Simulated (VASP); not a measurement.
# SiO2 (Pnnm) in VASP: a series of runs

The runs below take SiO2 through single point, with PBE.

Everything below comes from runs of VASP 6.6.1. Logs are shortened: lines on timing, memory, paths and dates and some standing lists are left out, and cuts for length are marked.

## 1. The cell of the first run

The structure is orthorhombic, space group Pnnm (No. 58). The conventional cell has a = 3.939 Å, b = 4.236 Å, c = 2.690 Å, α = 90.00°, β = 90.00°, γ = 90.00°. Within 2.3 Å of Si (site symmetry 2/m) lie 6 O at 1.76 to 1.77 Å. O (site symmetry m) has 3 Si at 1.76 to 1.77 Å and 1 O at 2.28 Å within 2.3 Å.

## 2. Single point, PBE (atoms displaced along a vibrational mode, the cell strained)

INCAR reads:

```
SYSTEM = SiO2
PREC = Accurate
ENCUT = 520
EDIFF = 1E-6
ISMEAR = 0
SIGMA = 0.05
LREAL = .False.
LASPH = .True.
NELM = 100
ALGO = Normal
ISIF = 2
LWAVE = .False.
LCHARG = .False.
GGA = PE
NBANDS = 25
```

KPOINTS reads:

```
regular mesh
0
Gamma
  6 6 8
  0 0 0
```

POSCAR reads:

```
SiO2
1.0
    4.2358788266      0.0000000000      0.0000000000
    0.0000000000      3.9393673087      0.0000000000
    0.0000000000      0.0000000000      2.6897743046
Si O
2 4
Direct
    0.5000000000      0.5000000000      0.5000000000
    0.0000000000      0.0000000000      0.0000000000
    0.7209573303      0.6650682551      0.0000000000
    0.2209573303      0.8349317449      0.5000000000
    0.2790426697      0.3349317449      0.0000000000
    0.7790426697      0.1650682551      0.5000000000
```

Potentials or basis: VASP PAW PBE potentials, release 64 (Si, O).

Run with:

```bash
$ cat potpaw_PBE.64/Si/POTCAR potpaw_PBE.64/O/POTCAR > POTCAR
$ mpirun -np 1 vasp_std > vasp.out
```

OUTCAR:

```text
SYSTEM = SiO2
   PREC = Accurate
   ENCUT = 520
   EDIFF = 1E-6
   ISMEAR = 0
   LREAL = .False.
   LASPH = .True.
   NELM = 100
   ISIF = 2
   GGA = PE

 ion  position               nearest neighbor table
   1  0.500  0.500  0.500-   3 1.76   5 1.76   3 1.76   5 1.76   4 1.77   6 1.77
   2  0.000  0.000  0.000-   4 1.76   6 1.76   4 1.76   6 1.76   5 1.77   3 1.77
   3  0.721  0.665  0.000-   1 1.76   1 1.76   2 1.77
   4  0.221  0.835  0.500-   2 1.76   2 1.76   1 1.77
   5  0.279  0.335  0.000-   1 1.76   1 1.76   2 1.77
   6  0.779  0.165  0.500-   2 1.76   2 1.76   1 1.77

  LATTYP: Found a simple orthorhombic cell.
 ALAT       =     2.6897743046
 B/A-ratio  =     1.4645716936
 C/A-ratio  =     1.5748082727

  Lattice vectors:

 A1 = (   0.0000000000,   0.0000000000,  -2.6897743046)
 A2 = (   0.0000000000,   3.9393673087,   0.0000000000)
 A3 = (   4.2358788266,   0.0000000000,   0.0000000000)

Analysis of symmetry for initial positions (statically):
=====================================================================
 Subroutine PRICEL returns:
 Original cell was already a primitive cell.

 Routine SETGRP: Setting up the symmetry group for a
 simple orthorhombic supercell.

 Subroutine GETGRP returns: Found  8 space group operations
 (whereof  4 operations were pure point group operations)
 out of a pool of  8 trial point group operations.

The static configuration has the point symmetry C_2h.
 The point group associated with its full space group is D_2h.

Analysis of symmetry for dynamics (positions and initial velocities):
=====================================================================
 Subroutine PRICEL returns:
 Original cell was already a primitive cell.

 Routine SETGRP: Setting up the symmetry group for a
 simple orthorhombic supercell.

 Subroutine GETGRP returns: Found  8 space group operations
 (whereof  4 operations were pure point group operations)
 out of a pool of  8 trial point group operations.

The dynamic configuration has the point symmetry C_2h.
 The point group associated with its full space group is D_2h.

 Subroutine INISYM returns: Found  8 space group operations
 (whereof  4 operations are pure point group operations),
 and found     1 'primitive' translations

----------------------------------------------------------------------------------------

                                     Primitive cell

  volume of cell :      44.8834

  direct lattice vectors                    reciprocal lattice vectors
     4.235878827  0.000000000  0.000000000     0.236078519  0.000000000  0.000000000
     0.000000000  3.939367309  0.000000000     0.000000000  0.253847870  0.000000000
     0.000000000  0.000000000  2.689774305     0.000000000  0.000000000  0.371778405

  length of vectors
     4.235878827  3.939367309  2.689774305     0.236078519  0.253847870  0.371778405

  position of ions in fractional coordinates (direct lattice)
     0.500000000  0.500000000  0.500000000
     0.000000000  0.000000000  0.000000000
     0.720957330  0.665068255  0.000000000
     0.220957330  0.834931745  0.500000000
     0.279042670  0.334931745  0.000000000
     0.779042670  0.165068255  0.500000000

  ion indices of the primitive-cell ions
   primitive index   ion index
                 1           1
                 2           2
                 3           3
                 4           4
                 5           5
                 6           6

----------------------------------------------------------------------------------------

 KPOINTS: regular mesh

Automatic generation of k-mesh.
 Grid dimensions read from file:
 generate k-points for:    6    6    8

 Generating k-lattice:

  Cartesian coordinates                     Fractional coordinates (reciprocal lattice)
     0.039346420  0.000000000  0.000000000     0.166666667  0.000000000  0.000000000
     0.000000000  0.042307978  0.000000000     0.000000000  0.166666667  0.000000000
     0.000000000  0.000000000  0.046472301     0.000000000  0.000000000  0.125000000

  Length of vectors
     0.039346420  0.042307978  0.046472301

  Shift w.r.t. Gamma in fractional coordinates (k-lattice)
     0.000000000  0.000000000  0.000000000

 Subroutine IBZKPT returns following result:
 ===========================================

 Found     80 irreducible k-points:

 Following reciprocal coordinates:
            Coordinates               Weight
  0.000000  0.000000  0.000000      1.000000
  0.166667  0.000000  0.000000      2.000000
  0.333333  0.000000  0.000000      2.000000
  0.500000  0.000000  0.000000      1.000000
  0.000000  0.166667  0.000000      2.000000
  0.166667  0.166667  0.000000      4.000000
[... 16 lines left out ...]
  0.333333  0.166667  0.125000      8.000000
  0.500000  0.166667  0.125000      4.000000
 [... further k-points ...]
   k-points           NKPTS =     80   k-points in BZ     NKDIM =     80   number of bands    NBANDS=     25
   number of dos      NEDOS =    301   number of ions     NIONS =      6
   total plane-waves  NPLWV =  19200
   dimension x,y,z NGX =    32 NGY =   30 NGZ =   20
   dimension x,y,z NGXF=    64 NGYF=   60 NGZF=   40
   ions per type =               2   4
   NGX,Y,Z   is equivalent  to a cutoff of  12.56, 12.66, 12.36 a.u.
   NGXF,Y,Z  is equivalent  to a cutoff of  25.12, 25.32, 24.72 a.u.
 SYSTEM =  SiO2
   PREC   = accura    normal or accurate (medium, high low for compatibility)
   ISTART =      0    job   : 0-new  1-cont  2-samecut
   ICHARG =      2    charge: 1-file 2-atom 10-const
   ISPIN  =      1    spin polarized calculation?
   LNONCOLLINEAR =      F non collinear calculations
   LSORBIT =      F    spin-orbit coupling
   LASPH  =      T    aspherical Exc in radial PAW
   ENCUT  =  520.0 eV  38.22 Ry    6.18 a.u.   7.88  7.32  5.00*2*pi/ulx,y,z
   NELM   =    100;   NELMIN=  2; NELMDL= -5     # of ELM steps
   EDIFF  = 0.1E-05   stopping-criterion for ELM
   LREAL  =      F    real-space projection
   EDIFFG = 0.1E-04   stopping-criterion for IOM
   NSW    =      0    number of steps for IOM
   IBRION =     -1    ionic relax: 0-MD 1-quasi-New 2-CG
   NFREE  =      0    steps in history (QN), initial steepest desc. (CG)
   ISIF   =      2    stress and relaxation
   ISYM   =      2    0-nonsym 1-usesym 2-fastsym
   POTIM  = 0.5000    time-step for ionic-motion
   TEBEG  =    0.0;   TEEND  =   0.0 temperature during run
   PSTRESS=    0.0 pullay stress
   NELECT =      32.0000    total number of electrons
   NUPDOWN=      -1.0000    fix difference up-down
   EMIN   =  10.00;   EMAX   =-10.00  energy-range for DOS
   EFERMI =   0.00;   METHOD = LEGACY
   ISMEAR =     0;   SIGMA  =   0.05  broadening in eV -4-tet -1-fermi 0-gaus
   EFERMI_NEDOS =   21; number of points for ismear=-14 and -15
   IALGO  =     38    algorithm
   IMIX   =      4    mixing-type and parameters
     AMIX     =   0.40;   BMIX     =  1.00
     AMIX_MAG =   1.60;   BMIX_MAG =  1.00
  volume/ion in A,a.u.               =       7.48        50.48
  Fermi-wavevector in a.u.,A,eV,Ry     =   1.462501  2.763726 29.101631  2.138910
  Thomas-Fermi vector in A             =   2.578707
   LORBIT       =      0    0 simple, 1 ext, 2 COOP (PROOUT), +10 PAW based schemes
   GGA     = PE    functional components
   LHFCALC =     F    Hartree Fock is set to
   AEXX    =    0.0000 exact exchange contribution
   IVDW    =     0    specifies the selected vdW correction
   LEPSILON=     F    determine dielectric tensor
   LRPA    =     F    only Hartree local field effects (RPA)
 non-spin polarized calculation
 Gauss-broadening in eV      SIGMA  =   0.05
  energy-cutoff  :      520.00
  volume of cell :       44.88
 maximum number of plane-waves:      1230
 NGX is ok and might be reduce to    32
   NGX = 15   NGY = 15   NGZ = 11

 number of electron      31.9999986 magnetization

 Free energy of the ion-electron system (eV)
  ---------------------------------------------------
  ext. energy  EPLUGINS =         0.00000000
  ---------------------------------------------------
  free energy    TOTEN  =       -45.63161070 eV

  energy without entropy =      -45.63161070  energy(sigma->0) =      -45.63161070

 E-fermi :   9.0402     XC(G=0): -12.4959

 val. band max:        8.8020727302   @ k =   0.0000   0.0000   0.0000
 cond. band min:      14.7240576012   @ k =   0.0000   0.0000   0.0000
 fundamental gap:      5.9219848710
 Fermi energy:         9.0402070877

 k-point     1 :       0.0000    0.0000    0.0000
  band No.  band energies     occupation
      1     -14.0575      2.00000
      2     -10.6909      2.00000
      3      -9.7410      2.00000
      4      -9.6186      2.00000
      5      -2.3291      2.00000
      6       1.5912      2.00000
[... 17 lines left out ...]
     24      24.2189      0.00000
     25      24.7106      0.00000

 k-point     2 :       0.1667    0.0000    0.0000
  band No.  band energies     occupation
      1     -13.9131      2.00000
      2     -11.1614      2.00000
      3      -9.5776      2.00000
      4      -9.5352      2.00000
      5      -2.0721      2.00000
      6       1.0403      2.00000
[... 17 lines left out ...]
     24      24.0279      0.00000
     25      24.0672      0.00000

 k-point     3 :       0.3333    0.0000    0.0000
  band No.  band energies     occupation
      1     -13.4910      2.00000
      2     -12.0020      2.00000
      3      -9.4757      2.00000
      4      -9.3681      2.00000
      5      -1.4692      2.00000
      6       0.1120      2.00000
[... 552 lines left out ...]
 k-point    23 :       0.3333    0.1667    0.1250
  band No.  band energies     occupation
      1     -13.1404      2.00000
      2     -11.7520      2.00000
      3      -9.8885      2.00000
      4      -9.3900      2.00000
      5      -1.0422      2.00000
      6       0.3969      2.00000
[... 17 lines left out ...]
     24      22.2844      0.00000
     25      23.5574      0.00000

 k-point    24 :       0.5000    0.1667    0.1250
  band No.  band energies     occupation
      1     -12.5148      2.00000
      2     -12.5148      2.00000
      3      -9.6171      2.00000
      4      -9.6171      2.00000
      5      -0.3090      2.00000
      6      -0.3090      2.00000
[... 17 lines left out ...]
     24      21.8971      0.00000
     25      23.3111      0.00000

 [... further k-points ...]
[... 5 lines left out ...]
  --------------------------------------------------------------------------------------
  -------------------------------------------------------------------------------------
  Total        0.9990393     12.5147035      4.4675390      0.0000000      0.0000000      0.0000000
  in kB       35.6621329    446.7301883    159.4751750      0.0000000      0.0000000      0.0000000
  external PRESSURE =     213.9558321 kB  Pullay stress =       0.0000000 kB

 VOLUME and BASIS-vectors are now :
 -----------------------------------------------------------------------------
  energy-cutoff  :      520.00
  volume of cell :       44.88
      direct lattice vectors                 reciprocal lattice vectors
     4.235878827  0.000000000  0.000000000     0.236078519  0.000000000  0.000000000
     0.000000000  3.939367309  0.000000000     0.000000000  0.253847870  0.000000000
     0.000000000  0.000000000  2.689774305     0.000000000  0.000000000  0.371778405

 POSITION                                       TOTAL-FORCE (eV/Angst)
 -----------------------------------------------------------------------------------
      2.11794      1.96968      1.34489         0.000000      0.000000      0.000000
      0.00000      0.00000      0.00000         0.000000      0.000000      0.000000
      3.05389      2.61995      0.00000        -0.436359      0.554867      0.000000
      0.93595      3.28910      1.34489        -0.436359     -0.554867      0.000000
      1.18199      1.31942      0.00000         0.436359     -0.554867      0.000000
      3.29993      0.65026      1.34489         0.436359      0.554867      0.000000
 -----------------------------------------------------------------------------------
    total drift:                                0.000000     -0.000000     -0.000000

  FREE ENERGIE OF THE ION-ELECTRON SYSTEM (eV)
  ---------------------------------------------------
  free  energy   TOTEN  =       -45.6316106953 eV

  energy  without entropy=      -45.6316106953  energy(sigma->0) =      -45.63161070
```

Run time: 30 s. Hardware: 1 thread of AMD EPYC 9R45 (Zen 5), shared host; peak memory 0.16 GiB.

What came out:

| Property | Result |
| --- | --- |
| Free energy | -45.6316 eV |
| Pressure | 21.4 GPa |
| Largest force | 0.706 eV/Å |
| Band gap on the k mesh | 5.92 eV |

Forces in eV/Å, atoms in the order of the input:
```
Si   0.000  0.000  0.000
Si   0.000  0.000  0.000
O   -0.436  0.555  0.000
O   -0.436 -0.555  0.000
O    0.436 -0.555  0.000
O    0.436  0.555  0.000
```

Stress tensor (GPa, compression positive):
```
 3.57  0.00  0.00
 0.00 44.67  0.00
 0.00  0.00 15.95
```

Caveat: the cell differs from its parent crystal (atoms displaced along a vibrational mode, the cell strained); the cell stands under pressure. A k mesh can miss the band edges.

## 3. Single point, PBE (atoms displaced along a vibrational mode, the cell strained)

INCAR reads:

```
SYSTEM = SiO2
  PREC = Accurate
  ENCUT = 520
  EDIFF = 1E-7
  ISMEAR = 0
  SIGMA = 0.05
  LREAL = .FALSE.
  LASPH = .TRUE.
  NELM = 60
  ALGO = Normal
  ISIF = 2
  LWAVE = .FALSE.
  LCHARG = .TRUE.
  GGA = PE
  LELF = .TRUE.
  LVHAR = .TRUE.
  NBANDS = 25
```

KPOINTS reads:

```
regular mesh
0
G
  6 6 8
  0 0 0
```

POSCAR reads:

```
SiO2
1.0
    4.2358788266      0.0000000000      0.0000000000
    0.0000000000      3.9393673087      0.0000000000
    0.0000000000      0.0000000000      2.6897743046
Si O
2 4
Direct
    0.5000000000      0.5000000000      0.5000000000
    0.0000000000      0.0000000000      0.0000000000
    0.7395870220      0.6464385634      0.0000000000
    0.2395870220      0.8535614366      0.5000000000
    0.2604129780      0.3535614366      0.0000000000
    0.7604129780      0.1464385634      0.5000000000
```

Potentials or basis: VASP PAW PBE potentials, release 64 (Si, O).

Run with:

```bash
$ cat potpaw_PBE.64/Si/POTCAR potpaw_PBE.64/O/POTCAR > POTCAR
$ mpirun -np 1 vasp_std > vasp.out
```

Wall time 35 s (1 thread of AMD EPYC 9R45 (Zen 5), shared host); peak memory 0.16 GiB.

It converged, with:

- Free energy: -45.2067 eV
- Pressure: 17.9 GPa
- Largest force: 1.380 eV/Å
- Band gap on the k mesh: 5.74 eV

Forces on the atoms (eV/Å):
```
Si   0.000  0.000  0.000
Si   0.000  0.000  0.000
O   -1.208  0.669  0.000
O   -1.208 -0.669  0.000
O    1.208 -0.669  0.000
O    1.208  0.669  0.000
```

Stress tensor (GPa, compression positive):
```
-4.87  0.00  0.00
 0.00 45.81  0.00
 0.00  0.00 12.68
```

Levels at points of the mesh, in eV from the valence-band top:
| k point | band 14 | band 15 | band 16 | band 17 | band 18 | band 19 |
| --- | --- | --- | --- | --- | --- | --- |
| (0.00, 0.00, 0.00) | -1.06 | -0.17 | 0.00 | 5.74 | 6.49 | 8.00 |
| (0.50, 0.00, 0.00) | -2.18 | -0.04 | -0.04 | 6.93 | 6.93 | 8.83 |
| (0.00, 0.50, 0.00) | -2.64 | -1.25 | -1.25 | 8.05 | 8.05 | 9.19 |
| (0.50, 0.50, 0.00) | -3.13 | -1.94 | -1.94 | 7.65 | 7.65 | 9.81 |
| (0.00, 0.00, 0.50) | -3.28 | -2.01 | -2.01 | 8.70 | 8.70 | 12.35 |
| (0.50, 0.00, 0.50) | -2.98 | -1.47 | -1.47 | 9.10 | 9.10 | 9.73 |
| (0.00, 0.50, 0.50) | -1.67 | -1.28 | -1.28 | 7.97 | 7.97 | 10.18 |
| (0.50, 0.50, 0.50) | -1.42 | -0.97 | -0.97 | 7.07 | 7.07 | 10.73 |

Caveat: the cell differs from its parent crystal (atoms displaced along a vibrational mode, the cell strained); the cell stands under pressure; forces of over 1 eV/Å act on the atoms, so gaps and moduli don't describe the material at rest. A k mesh can miss the band edges.
